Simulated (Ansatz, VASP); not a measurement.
## SrCl2 in VASP and in Ansatz

```
CELL_PARAMETERS angstrom
0.00000 3.55521 3.48550
3.41579 0.00000 3.48550
3.41579 3.55521 0.00000
ATOMIC_POSITIONS crystal
Sr 0.00000 0.00000 0.00000
Cl 0.25000 0.25000 0.25000
Cl 0.75000 0.75000 0.75000
```

Change from the starting cell: strain -0.0200 x Voigt [1, -1, 0, 0, 0, 0], atoms carried along.

Alike in both runs: task single point; functional PBE; k mesh 6 × 6 × 6; occupations gaussian, width 0.05 eV; no spin polarisation.

```csv
,VASP,Ansatz
version,VASP 6.6.1,Ansatz 0.2.0
potentials or method,"VASP PAW PBE potentials, release 64 (Sr_sv, Cl), cutoff 520 eV","scalar-relativistic, plane waves, PAW"
valence electrons in the cell,24,24
```

Ansatz gave:

```
gap on the k mesh at the Fermi level (eV)                     : 5.18
least direct gap on the mesh (eV)                             : 5.37
pressure (GPa)                                                : 1.1
traceless stress, the component that is largest in VASP (GPa) : 1.05
```

Estimate VASP's values.

gap on the k mesh at the Fermi level (eV): 5.18; least direct gap on the mesh (eV): 5.37; pressure (GPa): 1.2; traceless stress, the component that is largest in VASP (GPa): 1.05.
